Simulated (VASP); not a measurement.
Input of a VASP 6.6.1 run:

The input INCAR:

```
PREC = Accurate
ENCUT = 520
EDIFF = 1E-6
ISMEAR = 0
SIGMA = 0.1
LREAL = F
LASPH = T
NELM = 80
ALGO = Normal
ISIF = 2
LWAVE = F
LCHARG = F
GGA = PE
NBANDS = 20
```

File KPOINTS:

```
regular mesh
0
Gamma
  12 12 14
```

File POSCAR:

```
Hf2H3
1.0
    5.1808607396      0.0000000000      0.0000000000
   -2.5904303698      4.4867570140      0.0000000000
    0.0000000000      0.0000000000      2.9086649099
Hf H
2 3
Direct
    0.3333333333      0.6666666667      0.0000000000
    0.6666666667      0.3333333333      0.0000000000
    0.0000000000      0.0000000000      0.1712164370
    0.0000000000      0.0000000000      0.8287835630
    0.0000000000      0.0000000000      0.5000000000
```

Potentials or basis: VASP PAW PBE potentials, release 64 (Hf_pv, H).

Launch:

```sh
$ cat potpaw_PBE.64/Hf_pv/POTCAR potpaw_PBE.64/H/POTCAR > POTCAR
$ mpirun -np 1 vasp_std > vasp.out
```

(1) Estimate the pressure.

(2) Estimate the largest force.

## Answers

(1) -0.3 GPa.

(2) 0.004 eV/Å.
